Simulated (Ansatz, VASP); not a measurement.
## Ca3Hg in VASP and in Ansatz

```
Ca Hg
1.0
     5.05444    0.00000    0.00000
     0.00000    5.05444    0.00000
     0.00000    0.00000    5.05444
Ca Hg
3 1
Direct
  0.50000 0.00000 0.00000
  0.00000 0.00000 0.50000
  0.00000 0.50000 0.00000
  0.50000 0.50000 0.50000
```

Alike in both runs: task single point; functional LDA; k mesh 5 × 5 × 5; no spin polarisation.

|  | VASP | Ansatz |
| --- | --- | --- |
| version | VASP 6.6.1 | Ansatz 0.2.0 |
| potentials or method | VASP PAW LDA potentials, release 64 (Ca_sv, Hg), cutoff 520 eV | plane waves, PAW |
| occupations | fermi-dirac, width 0.1 eV | fermi-dirac |
| valence electrons in the cell | 42 | 50 |

```csv
,VASP,Ansatz,Ansatz less VASP
pressure (GPa),-2.4,-2.4,-0.04
```

LDA's correlation is that of Perdew and Zunger in VASP and of Perdew and Wang (1992) in Ansatz. VASP's potentials hold 42 valence electrons a cell and Ansatz's 50, so a difference there can come from the potentials and not from the codes.

Spin-orbit coupling is off throughout.
